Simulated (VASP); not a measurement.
A run of VASP 6.6.1:

File INCAR:

```
SYSTEM = GeW
ALGO = Normal ; EDIFF = 1E-6
ENCUT = 500 ; GGA = PE
GGA_COMPAT = .FALSE. ; ISIF = 2
ISMEAR = 0 ; LASPH = .TRUE.
LCHARG = .FALSE. ; LREAL = .FALSE.
LWAVE = .FALSE. ; NBANDS = 21
NELM = 120 ; PREC = Accurate
SIGMA = 0.2
```

The input KPOINTS:

```
k-points
0
G
  6 6 6
  0 0 0
```

File POSCAR:

```
GeW
1.0
    0.0000000000      2.5805769239      2.5805769239
    2.5805769239      0.0000000000      2.5805769239
    2.5805769239      2.5805769239      0.0000000000
Ge W
1 1
Direct
    0.0000000000      0.0000000000      0.0000000000
    0.5000000000      0.5000000000      0.5000000000
```

Potentials or basis: VASP PAW PBE potentials, release 64 (Ge_d, W_sv).

Launch:

```bash
$ cat potpaw_PBE.64/Ge_d/POTCAR potpaw_PBE.64/W_sv/POTCAR > POTCAR
$ mpirun -np 1 vasp_std > vasp.out
```

Hardware: 1 thread of AMD EPYC 7R13 Processor (Zen 3), with other jobs on the host.

**Question.** How long does it take, and how much memory?

**Answer.** Run time: 13 s on 1 thread of AMD EPYC 7R13 Processor (Zen 3), on a shared host, peak memory 0.13 GiB. Counts: scf iterations 12, k points 16.
